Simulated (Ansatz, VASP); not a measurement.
CuAs in VASP and in Ansatz

```
Cu As
1.0
     3.69326    0.00000    0.00000
    -1.84663    3.19846    0.00000
     0.00000    0.00000    5.35929
Cu As
2 2
Direct
  0.00000 0.00000 0.50000
  0.00000 0.00000 0.00000
  0.66667 0.33333 0.75000
  0.33333 0.66667 0.25000
```

Alike in both runs: task single point; functional LDA; k mesh 15 × 15 × 10; occupations gaussian, width 0.15 eV; no spin polarisation.

|  | VASP | Ansatz |
| --- | --- | --- |
| version | VASP 6.6.1 | Ansatz 0.2.0 |
| potentials or method | VASP PAW LDA potentials, release 64 (Cu, As), cutoff 520 eV | scalar-relativistic, plane waves, PAW |
| valence electrons in the cell | 32 | 68 |

Ansatz gave:

| Quantity | Value |
| --- | --- |
| gap on the k mesh at the Fermi level (eV) | none |
| pressure (GPa) | -5.4 |
| traceless stress, the component that is largest in VASP (GPa) | -6.28 |

What did VASP give for the same quantities?

gap on the k mesh at the Fermi level (eV): none; pressure (GPa): -5.0; traceless stress, the component that is largest in VASP (GPa): -6.23.

LDA's correlation is that of Perdew and Zunger in VASP and of Perdew and Wang (1992) in Ansatz. A gap of «none» marks a metal or a gap that the smearing closes. VASP's potentials hold 32 valence electrons a cell and Ansatz's 68, so a difference there can come from the potentials and not from the codes.
